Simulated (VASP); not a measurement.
SiC: single point with PBE

The system is SiC.

```
Si C
1.0
     3.09194    0.00000    0.00000
    -1.54597    2.67770    0.00000
     0.00000    0.00000    5.07429
Si C
2 2
Direct
  0.33333 0.66667 0.49958
  0.66667 0.33333 0.99958
  0.33333 0.66667 0.87542
  0.66667 0.33333 0.37542
```

```yaml
Program: VASP 6.6.1
Task: single point
Functional: PBE
Potentials_or_basis: VASP PAW PBE potentials, release 64 (Si, C)
Cutoff: 520 eV
k_mesh: 12 × 12 × 6
Occupations: gaussian, width 0.02 eV
Spin: no spin polarisation
```

```json
{"Pressure": "0.0 GPa", "Band gap on the k mesh": "2.30 eV, indirect (least direct gap 3.94 eV)"}
```

Levels at points of the mesh, in eV from the valence-band top:
```
           k point  band 5  band 6  band 7  band 8  band 9  band 10  band 11  band 12
(0.00, 0.00, 0.00)   -1.31   -0.11    0.00    0.00    4.67     6.04     6.57     6.57
(0.50, 0.00, 0.00)   -5.37   -3.29   -3.24   -1.19    2.75     4.21     6.76     7.07
(0.00, 0.00, 0.50)   -0.71   -0.71   -0.71   -0.71    5.76     5.76     7.27     7.27
(0.50, 0.00, 0.50)   -2.42   -2.42   -2.31   -2.31    3.25     3.25     5.19     5.19
```

Run time: 35 s on 1 thread of Intel(R) Xeon(R) Platinum 8259CL CPU @ 2.50GHz (Skylake/Cascade Lake) (shared host), peak memory 0.18 GiB.

A k mesh can miss the band edges. As with any semilocal functional, this PBE gap is likely too small.
